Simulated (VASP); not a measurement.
Write the native input for VASP 6.6.1 that does the following.

| Property | Result |
| --- | --- |
| Task | relaxation of cell and atoms |
| Functional | PBE |
| Potentials or basis | VASP PAW PBE potentials, release 64 (Ta_pv, Si) |
| Cutoff | 600 eV |
| k mesh | 4 × 4 × 4 |
| Occupations | gaussian, width 0.1 eV |
| Spin | no spin polarisation |
| Dipole correction | no |
| Further INCAR settings | ALGO = Fast; EDIFF = 1e-06; IBRION = 2; EDIFFG = -0.04; NSW = 90; ISIF = 3 |

The structure of Ta5Si lies in POSCAR:

```
Ta5Si
1.0
    0.0000000000      3.5858561900      3.5858561900
    3.5858561900      0.0000000000      3.5858561900
    3.5858561900      3.5858561900      0.0000000000
Ta Si
5 1
Direct
    0.2500000000      0.2500000000      0.2500000000
    0.1250000000      0.6250000000      0.6250000000
    0.6250000000      0.6250000000      0.6250000000
    0.6250000000      0.1250000000      0.6250000000
    0.6250000000      0.6250000000      0.1250000000
    0.0000000000      0.0000000000      0.0000000000
```

The cell was built from a structure type or drawn by symmetry, and may not be a known phase.

The input as run:

INCAR

```
  PREC = Accurate
  ENCUT = 600
  EDIFF = 1E-6
  ISMEAR = 0
  SIGMA = 0.1
  LREAL = F
  LASPH = T
  NELM = 80
  ALGO = Fast
  ISIF = 3
  LWAVE = F
  LCHARG = F
  GGA = PE
  IBRION = 2
  NSW = 90
  EDIFFG = -0.04
```

KPOINTS

```
regular mesh
0
Gamma
  4 4 4
```

Potentials or basis: VASP PAW PBE potentials, release 64 (Ta_pv, Si).

Command:

```bash
$ cat potpaw_PBE.64/Ta_pv/POTCAR potpaw_PBE.64/Si/POTCAR > POTCAR
$ mpirun -np 1 vasp_std > vasp.out
```

Results of the run:

| Quantity | Value |
| --- | --- |
| Relaxed volume | 18.73 Å³/atom |
| Relaxed cell | a = 5.417 Å, b = 5.417 Å, c = 5.417 Å, α = 60.00°, β = 60.00°, γ = 60.00° |
| Space group after relaxing (to 0.1 Å) | F-43m (No. 216) |
| Pressure after relaxing | 0.1 GPa |
| Band gap on the k mesh | zero (an odd number of electrons rules out a gap without spin polarisation) |

Caveat: the k points lie up to 0.36 Å⁻¹ apart in the final cell, too coarse for converged energies and pressures of a metal; the volume moved by over 15 % at a fixed basis, so the end points are rough; spin-orbit coupling is left out, which moves the levels of the heavy elements.

Run time: 12 min on 1 thread of Intel Xeon 8259CL, on a shared host, peak memory 0.28 GiB.
